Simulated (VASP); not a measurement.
# Re (P6_3/mmc) in VASP: notebook

Aim: see how the results for Re move with the level of theory and the settings. Levels: LDA, PBE, RPBE, r2SCAN. Tasks: single point.

Everything below comes from runs of VASP 6.6.1. Logs are shortened: lines on timing, memory, paths and dates and some standing lists are left out, and cuts for length are marked.

**1. The cell of the first run**

Symmetry: P6_3/mmc, No. 194, hexagonal system. Conventional cell: a = 2.766 Å, b = 2.766 Å, c = 8.939 Å, α = 90.00°, β = 90.00°, γ = 120.00°. Re (site symmetry -6m2) has 12 Re at 2.75 to 2.77 Å within 3.6 Å. Within 3.6 Å of Re (site symmetry -3m) lie 12 Re at 2.75 to 2.77 Å.

**2. Single point, LDA**

The input, INCAR:

```
SYSTEM = Re
  ALGO = Normal
  EDIFF = 1E-6
  ENCUT = 520
  GGA = CA
  ISIF = 2
  ISMEAR = -1
  LASPH = .TRUE.
  LCHARG = .TRUE.
  LELF = .TRUE.
  LREAL = .FALSE.
  LVHAR = .TRUE.
  LWAVE = .FALSE.
  NBANDS = 22
  NELM = 100
  PREC = Accurate
  SIGMA = 0.05
```

The input, KPOINTS:

```
k-points
0
G
  11 11 3
  0 0 0
```

The input, POSCAR:

```
Re
1.0
    2.7663873939      0.0000000000      0.0000000000
   -1.3831936969      2.3957617598      0.0000000000
    0.0000000000      0.0000000000      8.9388451600
Re
4
Direct
    0.6666666667      0.3333333333      0.7500000000
    0.0000000000      0.0000000000      0.5000000000
    0.3333333333      0.6666666667      0.2500000000
    0.0000000000      0.0000000000      0.0000000000
```

Potentials or basis: VASP PAW LDA potentials, release 64 (Re).

Run with:

```bash
$ cat potpaw_LDA.64/Re/POTCAR > POTCAR
$ mpirun -np 1 vasp_std > vasp.out
```

OUTCAR:

```text
SYSTEM = Re
   EDIFF = 1E-6
   ENCUT = 520
   GGA = CA
   ISIF = 2
   ISMEAR = -1
   LASPH = .TRUE.
   LREAL = .FALSE.
   NELM = 100
   PREC = Accurate

 ion  position               nearest neighbor table
   1  0.667  0.333  0.750-   2 2.75   4 2.75   2 2.75   4 2.75   2 2.75   4 2.75
   2  0.000  0.000  0.500-   1 2.75   3 2.75   3 2.75   1 2.75   1 2.75   3 2.75
   3  0.333  0.667  0.250-   2 2.75   4 2.75   2 2.75   4 2.75   2 2.75   4 2.75
   4  0.000  0.000  0.000-   1 2.75   3 2.75   3 2.75   1 2.75   1 2.75   3 2.75

  LATTYP: Found a hexagonal cell.
 ALAT       =     2.7663873939
 C/A-ratio  =     3.2312340563

  Lattice vectors:

 A1 = (   2.7663873939,   0.0000000000,   0.0000000000)
 A2 = (  -1.3831936969,   2.3957617598,   0.0000000000)
 A3 = (   0.0000000000,   0.0000000000,   8.9388451600)

Analysis of symmetry for initial positions (statically):
=====================================================================
 Subroutine PRICEL returns:
 Original cell was already a primitive cell.

 Routine SETGRP: Setting up the symmetry group for a
 hexagonal supercell.

 Subroutine GETGRP returns: Found 24 space group operations
 (whereof 12 operations were pure point group operations)
 out of a pool of 24 trial point group operations.

The static configuration has the point symmetry D_3d.
 The point group associated with its full space group is D_6h.

Analysis of symmetry for dynamics (positions and initial velocities):
=====================================================================
 Subroutine PRICEL returns:
 Original cell was already a primitive cell.

 Routine SETGRP: Setting up the symmetry group for a
 hexagonal supercell.

 Subroutine GETGRP returns: Found 24 space group operations
 (whereof 12 operations were pure point group operations)
 out of a pool of 24 trial point group operations.

The dynamic configuration has the point symmetry D_3d.
 The point group associated with its full space group is D_6h.

 Subroutine INISYM returns: Found 24 space group operations
 (whereof 12 operations are pure point group operations),
 and found     1 'primitive' translations

----------------------------------------------------------------------------------------

                                     Primitive cell

  volume of cell :      59.2431

  direct lattice vectors                    reciprocal lattice vectors
     2.766387394  0.000000000  0.000000000     0.361482272  0.208701887  0.000000000
    -1.383193697  2.395761760  0.000000000     0.000000000  0.417403774  0.000000000
     0.000000000  0.000000000  8.938845160     0.000000000  0.000000000  0.111871274

  length of vectors
     2.766387394  2.766387394  8.938845160     0.417403774  0.417403774  0.111871274

  position of ions in fractional coordinates (direct lattice)
     0.666666667  0.333333333  0.750000000
     0.000000000  0.000000000  0.500000000
     0.333333333  0.666666667  0.250000000
     0.000000000  0.000000000  0.000000000

  ion indices of the primitive-cell ions
   primitive index   ion index
                 1           1
                 2           2
                 3           3
                 4           4

----------------------------------------------------------------------------------------

 KPOINTS: k-points

Automatic generation of k-mesh.
 Grid dimensions read from file:
 generate k-points for:   11   11    3

 Generating k-lattice:

  Cartesian coordinates                     Fractional coordinates (reciprocal lattice)
     0.032862025  0.018972899  0.000000000     0.090909091  0.000000000  0.000000000
     0.000000000  0.037945798  0.000000000     0.000000000  0.090909091  0.000000000
     0.000000000  0.000000000  0.037290425     0.000000000  0.000000000  0.333333333

  Length of vectors
     0.037945798  0.037945798  0.037290425

  Shift w.r.t. Gamma in fractional coordinates (k-lattice)
     0.000000000  0.000000000  0.000000000

 Subroutine IBZKPT returns following result:
 ===========================================

 Found     32 irreducible k-points:

 Following reciprocal coordinates:
            Coordinates               Weight
  0.000000  0.000000  0.000000      1.000000
  0.090909 -0.000000  0.000000      6.000000
  0.181818  0.000000  0.000000      6.000000
  0.272727  0.000000  0.000000      6.000000
  0.363636  0.000000  0.000000      6.000000
  0.454545  0.000000  0.000000      6.000000
[... 16 lines left out ...]
  0.090909  0.090909  0.333333     12.000000
  0.181818  0.090909  0.333333     24.000000
 [... further k-points ...]
   k-points           NKPTS =     32   k-points in BZ     NKDIM =     32   number of bands    NBANDS=     22
   number of dos      NEDOS =    301   number of ions     NIONS =      4
   total plane-waves  NPLWV =  40320
   dimension x,y,z NGX =    24 NGY =   24 NGZ =   70
   dimension x,y,z NGXF=    48 NGYF=   48 NGZF=  140
   ions per type =               4
   NGX,Y,Z   is equivalent  to a cutoff of  14.42, 14.42, 13.02 a.u.
   NGXF,Y,Z  is equivalent  to a cutoff of  28.85, 28.85, 26.04 a.u.
 SYSTEM =  Re
   PREC   = accura    normal or accurate (medium, high low for compatibility)
   ISTART =      0    job   : 0-new  1-cont  2-samecut
   ICHARG =      2    charge: 1-file 2-atom 10-const
   ISPIN  =      1    spin polarized calculation?
   LNONCOLLINEAR =      F non collinear calculations
   LSORBIT =      F    spin-orbit coupling
   LASPH  =      T    aspherical Exc in radial PAW
   ENCUT  =  520.0 eV  38.22 Ry    6.18 a.u.   5.14  5.14 16.62*2*pi/ulx,y,z
   NELM   =    100;   NELMIN=  2; NELMDL= -5     # of ELM steps
   EDIFF  = 0.1E-05   stopping-criterion for ELM
   LREAL  =      F    real-space projection
   EDIFFG = 0.1E-04   stopping-criterion for IOM
   NSW    =      0    number of steps for IOM
   IBRION =     -1    ionic relax: 0-MD 1-quasi-New 2-CG
   NFREE  =      0    steps in history (QN), initial steepest desc. (CG)
   ISIF   =      2    stress and relaxation
   ISYM   =      2    0-nonsym 1-usesym 2-fastsym
   POTIM  = 0.5000    time-step for ionic-motion
   TEBEG  =    0.0;   TEEND  =   0.0 temperature during run
   PSTRESS=    0.0 pullay stress
   NELECT =      28.0000    total number of electrons
   NUPDOWN=      -1.0000    fix difference up-down
   EMIN   =  10.00;   EMAX   =-10.00  energy-range for DOS
   EFERMI =   0.00;   METHOD = LEGACY
   ISMEAR =    -1;   SIGMA  =   0.05  broadening in eV -4-tet -1-fermi 0-gaus
   EFERMI_NEDOS =   21; number of points for ismear=-14 and -15
   IALGO  =     38    algorithm
   IMIX   =      4    mixing-type and parameters
     AMIX     =   0.40;   BMIX     =  1.00
     AMIX_MAG =   1.60;   BMIX_MAG =  1.00
  volume/ion in A,a.u.               =      14.81        99.95
  Fermi-wavevector in a.u.,A,eV,Ry     =   1.275209  2.409796 22.125236  1.626159
  Thomas-Fermi vector in A             =   2.407934
   LORBIT       =      0    0 simple, 1 ext, 2 COOP (PROOUT), +10 PAW based schemes
   GGA     = CA    functional components
   LHFCALC =     F    Hartree Fock is set to
   AEXX    =    0.0000 exact exchange contribution
   IVDW    =     0    specifies the selected vdW correction
   LEPSILON=     F    determine dielectric tensor
   LRPA    =     F    only Hartree local field effects (RPA)
 non-spin polarized calculation
  energy-cutoff  :      520.00
  volume of cell :       59.24
 maximum number of plane-waves:      1607
 NGX is ok and might be reduce to    24
   NGX = 11   NGY = 11   NGZ = 33

 number of electron      27.9999999 magnetization

 Free energy of the ion-electron system (eV)
  ---------------------------------------------------
  ext. energy  EPLUGINS =         0.00000000
  ---------------------------------------------------
  free energy    TOTEN  =       -55.00575722 eV

  energy without entropy =      -54.98101014  energy(sigma->0) =      -54.99338368

 E-fermi :   7.8504     XC(G=0): -13.8062

 val. band max:        7.8444216803   @ k =   0.3636   0.2727   0.3333
 cond. band min:       7.8795583657   @ k =   0.2727   0.0000   0.0000
 fundamental gap:      0.0351366854
 Fermi energy:         7.8503554710

 k-point     1 :       0.0000    0.0000    0.0000
  band No.  band energies     occupation
      1      -1.9852      2.00000
      2       0.3070      2.00000
      3       0.3879      2.00000
      4       1.2226      2.00000
      5       5.3397      2.00000
      6       5.4321      2.00000
[... 14 lines left out ...]
     21      10.3213      0.00000
     22      10.3213      0.00000

 k-point     2 :       0.0909   -0.0000    0.0000
  band No.  band energies     occupation
      1      -1.6508      2.00000
      2       0.6189      2.00000
      3       0.6964      2.00000
      4       1.5407      2.00000
      5       4.9264      2.00000
      6       5.2028      2.00000
[... 14 lines left out ...]
     21      10.2651      0.00000
     22      10.3904      0.00000

 k-point     3 :       0.1818    0.0000    0.0000
  band No.  band energies     occupation
      1      -0.7291      2.00000
      2       1.3649      2.00000
      3       1.4263      2.00000
      4       2.3193      2.00000
      5       4.2718      2.00000
      6       4.6827      2.00000
[... 14 lines left out ...]
     21      10.4925      0.00000
     22      10.6777      0.00000

 k-point     4 :       0.2727    0.0000    0.0000
  band No.  band energies     occupation
      1       0.4819      2.00000
      2       1.8250      2.00000
      3       1.8968      2.00000
      4       2.7682      2.00000
      5       3.9218      2.00000
      6       4.0703      2.00000
[... 14 lines left out ...]
     21      11.1545      0.00000
     22      11.2323      0.00000

 k-point     5 :       0.3636    0.0000    0.0000
  band No.  band energies     occupation
      1       1.2318      2.00000
      2       1.5922      2.00000
      3       1.9612      2.00000
      4       2.6012      2.00000
      5       3.5070      2.00000
      6       3.6004      2.00000
[... 14 lines left out ...]
     21      11.7619      0.00000
     22      11.7995      0.00000

 k-point     6 :       0.4545    0.0000    0.0000
  band No.  band energies     occupation
      1       1.2426      2.00000
      2       1.3068      2.00000
      3       1.8661      2.00000
      4       2.5875      2.00000
      5       3.1828      2.00000
      6       3.6137      2.00000
[... 14 lines left out ...]
     21      12.1919      0.00000
     22      12.2586      0.00000

 k-point     7 :       0.0909    0.0909    0.0000
  band No.  band energies     occupation
      1      -1.0176      2.00000
      2       1.1665      2.00000
      3       1.2360      2.00000
      4       2.1113      2.00000
      5       4.4332      2.00000
      6       4.8731      2.00000
[... 324 lines left out ...]
      6       3.9610      2.00000
[... 14 lines left out ...]
     21      10.9266      0.00000
     22      11.6538      0.00000

 k-point    21 :       0.3636    0.0000    0.3333
  band No.  band energies     occupation
      1       1.3345      2.00000
      2       1.6166      2.00000
      3       2.0553      2.00000
      4       2.5065      2.00000
      5       3.0017      2.00000
      6       3.2894      2.00000
[... 14 lines left out ...]
     21      11.3457      0.00000
     22      11.8138      0.00000

 k-point    22 :       0.4545    0.0000    0.3333
  band No.  band energies     occupation
      1       1.4482      2.00000
      2       1.5978      2.00000
      3       1.8679      2.00000
      4       2.2058      2.00000
      5       2.7539      2.00000
      6       2.8616      2.00000
[... 14 lines left out ...]
     21      12.1405      0.00000
     22      12.6512      0.00000

 k-point    23 :       0.0909    0.0909    0.3333
  band No.  band energies     occupation
      1      -0.7248      2.00000
      2       0.0933      2.00000
      3       2.0069      2.00000
      4       2.1433      2.00000
      5       4.6555      2.00000
      6       4.8966      2.00000
[... 14 lines left out ...]
     21      10.7277      0.00000
     22      11.3995      0.00000

 k-point    24 :       0.1818    0.0909    0.3333
  band No.  band energies     occupation
      1       0.3196      2.00000
      2       0.9606      2.00000
      3       2.7463      2.00000
      4       2.9823      2.00000
      5       3.8789      2.00000
      6       4.1686      2.00000
[... 14 lines left out ...]
     21      10.8368      0.00000
     22      11.5233      0.00000

 [... further k-points ...]

------------------------ aborting loop because EDIFF is reached ----------------------------------------

  FORCE on cell =-STRESS in cart. coord.  units (eV):
  Direction    XX          YY          ZZ          XY          YZ          ZX
  --------------------------------------------------------------------------------------
  -------------------------------------------------------------------------------------
  Total       -4.1898796     -4.1898796     -4.2916454     -0.0000000     -0.0000000      0.0000000
  in kB     -113.3115264   -113.3115264   -116.0636911     -0.0000000     -0.0000000      0.0000000
  external PRESSURE =    -114.2289146 kB  Pullay stress =       0.0000000 kB

 VOLUME and BASIS-vectors are now :
 -----------------------------------------------------------------------------
  energy-cutoff  :      520.00
  volume of cell :       59.24
      direct lattice vectors                 reciprocal lattice vectors
     2.766387394  0.000000000  0.000000000     0.361482272  0.208701887  0.000000000
    -1.383193697  2.395761760  0.000000000     0.000000000  0.417403774  0.000000000
     0.000000000  0.000000000  8.938845160     0.000000000  0.000000000  0.111871274

 POSITION                                       TOTAL-FORCE (eV/Angst)
 -----------------------------------------------------------------------------------
      1.38319      0.79859      6.70413        -0.000000      0.000000     -0.000000
      0.00000      0.00000      4.46942        -0.000000      0.000000      0.000000
     -0.00000      1.59717      2.23471         0.000000     -0.000000      0.000000
      0.00000      0.00000      0.00000        -0.000000      0.000000      0.000000
 -----------------------------------------------------------------------------------
    total drift:                               -0.000000      0.000000      0.000000

  FREE ENERGIE OF THE ION-ELECTRON SYSTEM (eV)
  ---------------------------------------------------
  free  energy   TOTEN  =       -55.0057572234 eV

  energy  without entropy=      -54.9810101396  energy(sigma->0) =      -54.99338368
```

It took 20 s on 1 thread of Intel Xeon 6975P-C (Granite Rapids), shared host; peak memory 0.17 GiB.

Results:

```
Free energy            : -55.0058 eV
Pressure               : -11.4 GPa
Band gap on the k mesh : zero (bands 14 and 15 overlap by 2.46 eV)
```

Stress tensor (GPa, compression positive):
```
-11.33   0.00   0.00
  0.00 -11.33   0.00
  0.00   0.00 -11.61
```

Levels at points of the mesh, in eV from the Fermi level:
```tsv
k point	band 11	band 12	band 13	band 14	band 15	band 16	band 17	band 18
(0.00, 0.00, 0.00)	-1.65	-1.23	-1.23	-1.12	-1.12	0.61	0.61	0.63
```

Caveat: the cell stands under tension; spin-orbit coupling is left out, which moves the levels of the heavy elements.

[end of part 1 of 2]
